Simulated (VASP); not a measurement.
The system is PtSe2 (Sudovikovite).

```xyz
3
Lattice="3.7240 0.0000 0.0000 -1.8620 3.2251 0.0000 0.0000 0.0000 5.0620" Properties=species:S:1:pos:R:3 pbc="T T T"
Pt    0.0000    0.0000    0.0000
Se    0.0000    2.1501    1.2655
Se    1.8620    1.0750    3.7965
```

| Item | Value |
| --- | --- |
| Program | VASP 6.6.1 |
| Task | relaxation of cell and atoms |
| Functional | PBE |
| Potentials or basis | VASP PAW PBE potentials, release 64 (Pt, Se) |
| Cutoff | 600 eV |
| k mesh | 10 × 10 × 7 |
| Occupations | fermi-dirac, width 0.1 eV |
| Spin | no spin polarisation |

At the start: pressure 7.3 GPa; volume 20.27 Å³/atom.

Q: Where does the relaxation end?

A: Over 30 steps the energy falls by 34.3 meV/atom and the volume is 25.52 Å³/atom (+25.9 %); space group P-3m1 (No. 164, to 0.05 Å).

Step by step:
```csv
step,energy change (eV),largest force (eV/Å),pressure (GPa),volume (Å³)
1,0.0000,0.5790,7.33,60.80
2,0.0989,0.9675,-8.17,69.33
3,-0.0740,0.1291,-0.01,63.95
4,-0.0741,0.1165,0.12,63.89
5,-0.0740,0.1043,0.25,63.83
6,-0.0753,0.0855,0.21,64.00
7,-0.0781,0.0309,0.16,64.52
8,-0.0796,0.0780,0.10,65.57
9,-0.0806,0.0668,0.04,65.77
10,-0.0833,0.0327,-0.17,66.38
11,-0.0873,0.0350,-0.52,67.59
12,-0.0916,0.1584,-1.02,69.97
13,-0.0931,0.1394,-0.81,70.07
14,-0.0955,0.0946,-0.27,70.29
15,-0.0957,0.0073,0.84,70.72
16,-0.0964,0.0405,0.31,70.53
17,-0.0967,0.0394,0.33,70.70
18,-0.0976,0.0350,0.34,71.20
19,-0.0990,0.0226,0.40,72.21
20,-0.1004,0.0179,0.63,74.22
21,-0.1015,0.0271,0.24,74.93
22,-0.1019,0.0695,-0.11,75.63
23,-0.1022,0.0590,-0.12,75.79
24,-0.1026,0.0292,-0.09,76.28
25,-0.1024,0.0329,-0.05,77.25
26,-0.1027,0.0048,-0.08,76.64
27,-0.1027,0.0067,-0.08,76.62
28,-0.1028,0.0100,0.06,76.54
29,-0.1028,0.0057,0.02,76.56
30,-0.1028,0.0045,0.01,76.57
```

Final structure:
```
CELL_PARAMETERS angstrom
3.75444 0.00000 0.00000
-1.87722 3.25144 0.00000
0.00000 0.00000 6.27204
ATOMIC_POSITIONS crystal
Pt 0.00000 0.00000 0.00000
Se 0.33333 0.66667 0.20797
Se 0.66667 0.33333 0.79203
```

Caveat: the volume moved by over 15 % at a fixed basis, so the end points are rough; this functional lacks dispersion, which binds the layers, so the pressure and a relaxed spacing across them are unreliable; the volume moved by +26 % from the deposited cell, more than functionals usually miss.
